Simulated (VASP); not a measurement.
A run of VASP 6.6.1 is set up as follows.

INCAR

```
SYSTEM = BAs
  ALGO = Normal
  EDIFF = 1E-6
  ENCUT = 520
  GGA = CA
  ISIF = 2
  ISMEAR = 0
  LASPH = .True.
  LCHARG = .True.
  LELF = .True.
  LREAL = .False.
  LVHAR = .True.
  LWAVE = .False.
  NBANDS = 11
  NELM = 80
  PREC = Accurate
  SIGMA = 0.01
```

File KPOINTS:

```
k-points
0
Gamma
  8 8 8
  0 0 0
```

The input POSCAR:

```
BAs
1.0
    0.0000000000      2.3885000000      2.3885000000
    2.3885000000      0.0000000000      2.3885000000
    2.3885000000      2.3885000000      0.0000000000
B As
1 1
Direct
    0.0000000000      0.0000000000      0.0000000000
    0.2500000000      0.2500000000      0.2500000000
```

Potentials or basis: VASP PAW LDA potentials, release 64 (B, As).

The run is started by

```console
$ cat potpaw_LDA.64/B/POTCAR potpaw_LDA.64/As/POTCAR > POTCAR
$ mpirun -np 1 vasp_std > vasp.out
```

Q: Estimate the pressure.

A: -3.1 GPa.

Q: Predict the band gap on the k mesh.

A: 1.14 eV, indirect (least direct gap 3.25 eV).

A k mesh can miss the band edges. LDA gaps usually lie below the measured ones, often by a third to a half.
